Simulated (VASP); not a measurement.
# N (C2/m) in VASP: single point with LDA

Aim: the single point of N with LDA.

Everything below comes from runs of VASP 6.6.1. Logs are shortened: lines on timing, memory, paths and dates and some standing lists are left out, and cuts for length are marked.

## (1) The cell of the first run

Symmetry: C2/m, No. 12, monoclinic system. The conventional cell has a = 6.109 Å, b = 3.527 Å, c = 13.988 Å, α = 90.00°, β = 102.61°, γ = 90.00°. Within 1.5 Å of N (site symmetry m) lie 1 N at 1.09 Å. Within 1.5 Å of N (site symmetry m) lie 1 N at 1.09 Å. Within 1.5 Å of N (site symmetry m) lie 1 N at 1.09 Å. N (site symmetry m) has 1 N at 1.09 Å within 1.5 Å.

## (2) Single point, LDA

File INCAR:

```
  PREC = Accurate
  ENCUT = 520
  EDIFF = 1E-7
  ISMEAR = 0
  SIGMA = 0.05
  LREAL = False
  LASPH = True
  NELM = 60
  ALGO = Normal
  ISIF = 2
  LWAVE = False
  LCHARG = False
  GGA = CA
  ISYM = 0
  NBANDS = 30
```

File KPOINTS:

```
Automatic mesh
0
Gamma
  7 7 2
```

File POSCAR:

```
N
1.0
   -3.5269202438      0.0000000000      0.0000000000
   -1.7634601219     -3.0544025283      0.0000000000
   -0.8817300610      1.5272012641     13.6505029787
N
8
Direct
   -0.1242036340      0.7908703006      0.9150739346
    0.1257963660      0.5408703006      0.4150739346
   -0.0841296994      0.7507963660      0.8349260654
    0.1658703006      0.5007963660      0.3349260654
    0.5841296994      0.7492036340      0.1650739346
    0.3341296994      0.9992036340      0.6650739346
    0.6242036340      0.7091296994      0.0849260654
    0.3742036340      0.9591296994      0.5849260654
```

Potentials or basis: VASP PAW LDA potentials, release 64 (N).

The run is started by

```
$ cat potpaw_LDA.64/N/POTCAR > POTCAR
$ mpirun -np 1 vasp_std > vasp.out
```

OUTCAR:

```text
PREC = Accurate
   ENCUT = 520
   EDIFF = 1E-7
   ISMEAR = 0
   LREAL = False
   LASPH = True
   NELM = 60
   ISIF = 2
   GGA = CA
   ISYM = 0

 ion  position               nearest neighbor table
   1  0.876  0.791  0.915-   3 1.09
   2  0.126  0.541  0.415-   4 1.09
   3  0.916  0.751  0.835-   1 1.09
   4  0.166  0.501  0.335-   2 1.09
   5  0.584  0.749  0.165-   7 1.09
   6  0.334  0.999  0.665-   8 1.09
   7  0.624  0.709  0.085-   5 1.09
   8  0.374  0.959  0.585-   6 1.09

IMPORTANT INFORMATION: All symmetrisations will be switched off!
NOSYMM: (Re-)initialisation of all symmetry stuff for point group C_1.

----------------------------------------------------------------------------------------

                                     Primitive cell

  volume of cell :     147.0519

  direct lattice vectors                    reciprocal lattice vectors
    -3.526920244  0.000000000  0.000000000    -0.283533488  0.163698136 -0.036628687
    -1.763460122 -3.054402528  0.000000000     0.000000000 -0.327396272  0.036628687
    -0.881730061  1.527201264 13.650502979     0.000000000  0.000000000  0.073257374

  length of vectors
     3.526920244  3.526920244 13.763939232     0.329438886  0.329438886  0.073257374

  position of ions in fractional coordinates (direct lattice)
     0.875796366  0.790870301  0.915073935
     0.125796366  0.540870301  0.415073935
     0.915870301  0.750796366  0.834926065
     0.165870301  0.500796366  0.334926065
     0.584129699  0.749203634  0.165073935
     0.334129699  0.999203634  0.665073935
     0.624203634  0.709129699  0.084926065
     0.374203634  0.959129699  0.584926065

  ion indices of the primitive-cell ions
   primitive index   ion index
                 1           1
                 2           2
                 3           3
                 4           4
                 5           5
                 6           6
                 7           7
                 8           8

----------------------------------------------------------------------------------------

 KPOINTS: Automatic mesh

Automatic generation of k-mesh.
 Grid dimensions read from file:
 generate k-points for:    7    7    2

 Generating k-lattice:

  Cartesian coordinates                     Fractional coordinates (reciprocal lattice)
    -0.040504784  0.023385448 -0.005232670     0.142857143  0.000000000  0.000000000
     0.000000000 -0.046770896  0.005232670     0.000000000  0.142857143 -0.000000000
     0.000000000  0.000000000  0.036628687     0.000000000  0.000000000  0.500000000

  Length of vectors
     0.047062698  0.047062698  0.036628687

  Shift w.r.t. Gamma in fractional coordinates (k-lattice)
     0.000000000  0.000000000  0.000000000

 -----------------------------------------------------------------------------
|                                                                             |
|           W    W    AA    RRRRR   N    N  II  N    N   GGGG   !!!           |
|           W    W   A  A   R    R  NN   N  II  NN   N  G    G  !!!           |
|           W    W  A    A  R    R  N N  N  II  N N  N  G       !!!           |
|           W WW W  AAAAAA  RRRRR   N  N N  II  N  N N  G  GGG   !            |
|           WW  WW  A    A  R   R   N   NN  II  N   NN  G    G                |
|           W    W  A    A  R    R  N    N  II  N    N   GGGG   !!!           |
|                                                                             |
|     Your reciprocal lattice and k-lattice belong to different lattice       |
|     classes:                                                                |
|                                                                             |
|        The reciprocal lattice is body-centered orthorhombic,                |
|        whereas your k-lattice is base-centered monoclinic.                  |
|                                                                             |
|     Results are often still useful ...                                      |
|                                                                             |
 -----------------------------------------------------------------------------

 WARNING: IBZKPT: internal override: KBLOWUP is changed to .FALSE.
      ... skipping the blow-up phase ...

 Subroutine IBZKPT returns following result:
 ===========================================

 Found     50 irreducible k-points:

 Following reciprocal coordinates:
            Coordinates               Weight
  0.000000  0.000000  0.000000      1.000000
  0.142857  0.000000  0.000000      2.000000
  0.285714  0.000000  0.000000      2.000000
  0.428571 -0.000000  0.000000      2.000000
  0.000000  0.142857  0.000000      2.000000
  0.142857  0.142857  0.000000      2.000000
[... 16 lines left out ...]
 -0.428571  0.428571 -0.000000      2.000000
 -0.285714  0.428571 -0.000000      2.000000
 [... further k-points ...]
   k-points           NKPTS =     50   k-points in BZ     NKDIM =     50   number of bands    NBANDS=     30
   number of dos      NEDOS =    301   number of ions     NIONS =      8
   total plane-waves  NPLWV =  84672
   dimension x,y,z NGX =    28 NGY =   28 NGZ =  108
   dimension x,y,z NGXF=    56 NGYF=   56 NGZF=  216
   ions per type =               8
   NGX,Y,Z   is equivalent  to a cutoff of  13.20, 13.20, 13.04 a.u.
   NGXF,Y,Z  is equivalent  to a cutoff of  26.40, 26.40, 26.09 a.u.
 SYSTEM =  unknown system
   PREC   = accura    normal or accurate (medium, high low for compatibility)
   ISTART =      0    job   : 0-new  1-cont  2-samecut
   ICHARG =      2    charge: 1-file 2-atom 10-const
   ISPIN  =      1    spin polarized calculation?
   LNONCOLLINEAR =      F non collinear calculations
   LSORBIT =      F    spin-orbit coupling
   LASPH  =      T    aspherical Exc in radial PAW
   ENCUT  =  520.0 eV  38.22 Ry    6.18 a.u.   6.56  6.56 25.59*2*pi/ulx,y,z
   NELM   =     60;   NELMIN=  2; NELMDL= -5     # of ELM steps
   EDIFF  = 0.1E-06   stopping-criterion for ELM
   LREAL  =      F    real-space projection
   EDIFFG = 0.1E-05   stopping-criterion for IOM
   NSW    =      0    number of steps for IOM
   IBRION =     -1    ionic relax: 0-MD 1-quasi-New 2-CG
   NFREE  =      0    steps in history (QN), initial steepest desc. (CG)
   ISIF   =      2    stress and relaxation
   ISYM   =      0    0-nonsym 1-usesym 2-fastsym
   POTIM  = 0.5000    time-step for ionic-motion
   TEBEG  =    0.0;   TEEND  =   0.0 temperature during run
   PSTRESS=    0.0 pullay stress
   NELECT =      40.0000    total number of electrons
   NUPDOWN=      -1.0000    fix difference up-down
   EMIN   =  10.00;   EMAX   =-10.00  energy-range for DOS
   EFERMI =   0.00;   METHOD = LEGACY
   ISMEAR =     0;   SIGMA  =   0.05  broadening in eV -4-tet -1-fermi 0-gaus
   EFERMI_NEDOS =   21; number of points for ismear=-14 and -15
   IALGO  =     38    algorithm
   IMIX   =      4    mixing-type and parameters
     AMIX     =   0.40;   BMIX     =  1.00
     AMIX_MAG =   1.60;   BMIX_MAG =  1.00
  volume/ion in A,a.u.               =      18.38       124.04
  Fermi-wavevector in a.u.,A,eV,Ry     =   1.060729  2.004488 15.308555  1.125147
  Thomas-Fermi vector in A             =   2.196121
   LORBIT       =      0    0 simple, 1 ext, 2 COOP (PROOUT), +10 PAW based schemes
   GGA     = CA    functional components
   LHFCALC =     F    Hartree Fock is set to
   AEXX    =    0.0000 exact exchange contribution
   IVDW    =     0    specifies the selected vdW correction
   LEPSILON=     F    determine dielectric tensor
   LRPA    =     F    only Hartree local field effects (RPA)
 non-spin polarized calculation
 Gauss-broadening in eV      SIGMA  =   0.05
  energy-cutoff  :      520.00
  volume of cell :      147.05
 maximum number of plane-waves:      4023
 NGX is ok and might be reduce to    28
   NGX = 13   NGY = 13   NGZ = 51

 number of electron      40.0000002 magnetization

 Free energy of the ion-electron system (eV)
  ---------------------------------------------------
  ext. energy  EPLUGINS =         0.00000000
  ---------------------------------------------------
  free energy    TOTEN  =       -70.17928207 eV

  energy without entropy =      -70.17928207  energy(sigma->0) =      -70.17928207

 E-fermi :  -4.9255     XC(G=0):  -7.8255

 val. band max:       -5.2266607963   @ k =  -0.1429   0.1429   0.0000
 cond. band min:       0.9526981698   @ k =  -0.4286   0.1429   0.5000
 fundamental gap:      6.1793589660
 Fermi energy:        -4.9255215060

 k-point     1 :       0.0000    0.0000    0.0000
  band No.  band energies     occupation
      1     -24.3045      2.00000
      2     -24.2775      2.00000
      3     -24.2747      2.00000
      4     -24.2447      2.00000
      5     -10.1292      2.00000
      6      -9.5982      2.00000
[... 22 lines left out ...]
     29       5.0396      0.00000
     30       5.2801      0.00000

 k-point     2 :       0.1429    0.0000    0.0000
  band No.  band energies     occupation
      1     -24.2859      2.00000
      2     -24.2637      2.00000
      3     -24.2563      2.00000
      4     -24.2305      2.00000
      5     -10.0298      2.00000
      6      -9.5703      2.00000
[... 22 lines left out ...]
     29       5.3685      0.00000
     30       5.6318      0.00000

 k-point     3 :       0.2857    0.0000    0.0000
  band No.  band energies     occupation
      1     -24.2428      2.00000
      2     -24.2298      2.00000
      3     -24.2184      2.00000
      4     -24.1988      2.00000
      5      -9.7879      2.00000
      6      -9.4441      2.00000
[... 682 lines left out ...]
     29       6.9946      0.00000
     30       7.4067      0.00000

 k-point    24 :      -0.2857    0.4286   -0.0000
  band No.  band energies     occupation
      1     -24.1908      2.00000
      2     -24.1860      2.00000
      3     -24.1835      2.00000
      4     -24.1635      2.00000
      5      -9.4736      2.00000
      6      -9.1044      2.00000
[... 22 lines left out ...]
     29       6.9895      0.00000
     30       7.6323      0.00000

 [... further k-points ...]

------------------------ aborting loop because EDIFF is reached ----------------------------------------

  FORCE on cell =-STRESS in cart. coord.  units (eV):
  Direction    XX          YY          ZZ          XY          YZ          ZX
  --------------------------------------------------------------------------------------
  -------------------------------------------------------------------------------------
  Total        0.0181282     -0.1575196      8.0608449      0.1521328      0.3227032      0.5594953
  in kB        0.1975123     -1.7162269     87.8254910      1.6575357      3.5159552      6.0958803
  external PRESSURE =      28.7689254 kB  Pullay stress =       0.0000000 kB

 VOLUME and BASIS-vectors are now :
 -----------------------------------------------------------------------------
  energy-cutoff  :      520.00
  volume of cell :      147.05
      direct lattice vectors                 reciprocal lattice vectors
    -3.526920244  0.000000000  0.000000000    -0.283533488  0.163698136 -0.036628687
    -1.763460122 -3.054402528  0.000000000     0.000000000 -0.327396272  0.036628687
    -0.881730061  1.527201264 13.650502979     0.000000000  0.000000000  0.073257374

 POSITION                                       TOTAL-FORCE (eV/Angst)
 -----------------------------------------------------------------------------------
     -5.29038     -1.01813     12.49122        -0.402718     -0.232566      1.071270
     -1.76346     -1.01813      5.66597         0.000071     -0.000013      1.531623
     -5.29038     -1.01813     11.39716         0.082709      0.047806     -1.626070
     -1.76346     -1.01813      4.57191        -0.000365     -0.000155     -1.532477
     -3.52692     -2.03627      2.25334        -0.082709     -0.047806      1.626070
     -3.52692     -2.03627      9.07859         0.000365      0.000155      1.532477
     -3.52692     -2.03627      1.15928         0.402718      0.232566     -1.071273
     -3.52692     -2.03627      7.98453        -0.000071      0.000013     -1.531620
 -----------------------------------------------------------------------------------
    total drift:                                0.000000      0.000000     -0.000004

  FREE ENERGIE OF THE ION-ELECTRON SYSTEM (eV)
  ---------------------------------------------------
  free  energy   TOTEN  =       -70.1792820748 eV

  energy  without entropy=      -70.1792820748  energy(sigma->0) =      -70.17928207
```

It took 1.9 min on 1 thread of Intel Xeon 6975P-C (Granite Rapids), shared host; peak memory 0.29 GiB.

What came out:

* Free energy: -70.1793 eV
* Pressure: 2.9 GPa
* Largest force: 1.629 eV/Å
* Band gap on the k mesh: 6.18 eV, indirect (least direct gap 6.23 eV)

Forces in eV/Å, atoms in the order of the input:
```
N   -0.403 -0.233  1.071
N    0.000  0.000  1.532
N    0.083  0.048 -1.626
N    0.000  0.000 -1.532
N   -0.083 -0.048  1.626
N    0.000  0.000  1.532
N    0.403  0.233 -1.071
N    0.000  0.000 -1.532
```

Stress tensor (GPa, compression positive):
```
 0.02  0.17  0.61
 0.17 -0.17  0.35
 0.61  0.35  8.78
```

Caveat: the standard files for N, O and F lose accuracy on very short bonds; forces of over 1 eV/Å act on the atoms, so gaps and moduli don't describe the material at rest.
